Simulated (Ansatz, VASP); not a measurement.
## Two plane-wave programs on Ta3H

Contents of INCAR:

```
PREC     = Accurate       # precision mode
ENCUT    = 520            # plane-wave cutoff, eV
EDIFF    = 1E-6           # SCF threshold, eV
ISMEAR   = 0              # smearing method
SIGMA    = 0.1            # smearing width, eV
LREAL    = False          # projectors in reciprocal space
LASPH    = True           # aspherical terms in the spheres
NELM     = 60             # most SCF steps
ALGO     = Normal         # electronic algorithm
ISIF     = 2              # what is computed and relaxed
LWAVE    = False          # write WAVECAR
LCHARG   = False          # write CHGCAR
LDIPOL   = True         
IDIPOL   = 3            
DIPOL    = 0.5 0.5 0.308
GGA      = CA             # functional
NBANDS   = 44             # bands
```

Contents of KPOINTS:

```
Automatic mesh
0
Gamma
  6 6 1
```

POSCAR

```
Ta3H
1.0
    4.6002247492      0.0000000000      0.0000000000
   -2.3001123746      3.9839114959      0.0000000000
    0.0000000000      0.0000000000     22.4017722044
Ta H
6 2
Direct
    0.6666666667      0.3333333333      0.1785573018
    0.3333333333      0.6666666667      0.2204743848
    0.0000000000      0.0000000000      0.2623914678
    0.6666666667      0.3333333333      0.3016814391
    0.3333333333      0.6666666667      0.3385386112
    0.0000000000      0.0000000000      0.3750494438
    0.0453039278      0.6666666667      0.3951371402
    0.6213627389      0.6666666667      0.3951371402
```

Input for Ansatz:

```yaml
crystal:
  lattice:
    - [4.6002247492, 0.0, 0.0]
    - [-2.3001123746, 3.9839114959, 0.0]
    - [0.0, 0.0, 22.4017722044]
  atoms:
    - { symbol: Ta, position: [0.6666666667, 0.3333333333, 0.1785573018] }
    - { symbol: Ta, position: [0.3333333333, 0.6666666667, 0.2204743848] }
    - { symbol: Ta, position: [0.0, 0.0, 0.2623914678] }
    - { symbol: Ta, position: [0.6666666667, 0.3333333333, 0.3016814391] }
    - { symbol: Ta, position: [0.3333333333, 0.6666666667, 0.3385386112] }
    - { symbol: Ta, position: [0.0, 0.0, 0.3750494438] }
    - { symbol: H, position: [0.0453039278, 0.6666666667, 0.3951371402] }
    - { symbol: H, position: [0.6213627389, 0.6666666667, 0.3951371402] }
basis:
  ecutwfc: 420
kpoints:
  mp_grid: { grid: [6, 6, 1] }
hamiltonian:
  xc: lda
  pseudopotentials: { kind: paw, azcp: { folder: soft_1 } }
scf:
  occupations: { method: gaussian, width: 0.1 }
output:
  forces: true
  eigenvalues: true
efield:
  axis: 3
  dipole_correction: true
  ramp_width: 0.04
```

Alike in both runs: task single point; functional LDA; k mesh 6 × 6 × 1; occupations gaussian, width 0.1 eV; no spin polarisation.

|  | VASP | Ansatz |
| --- | --- | --- |
| version | VASP 6.6.1 | Ansatz 0.2.0 |
| potentials or method | VASP PAW LDA potentials, release 64 (Ta_pv, H), cutoff 520 eV | scalar-relativistic, plane waves, PAW |
| valence electrons in the cell | 68 | 80 |

Ansatz gave:

| Property | Result |
| --- | --- |
| gap on the k mesh at the Fermi level (eV) | none |
| rms of the force components (eV/Å) | 1.045 |

Problem. Estimate VASP's values.

Solution. gap on the k mesh at the Fermi level (eV): none; rms of the force components (eV/Å): 1.057.

Ansatz warns that its potentials were made for another functional, while VASP's fit it. LDA's correlation is that of Perdew and Zunger in VASP and of Perdew and Wang (1992) in Ansatz. Atom by atom the forces differ by 0.027 eV/Å (rms over components). A gap of «none» marks a metal or a gap that the smearing closes. VASP's potentials hold 68 valence electrons a cell and Ansatz's 80, so a difference there can come from the potentials and not from the codes.

Neither program's run includes spin-orbit coupling.
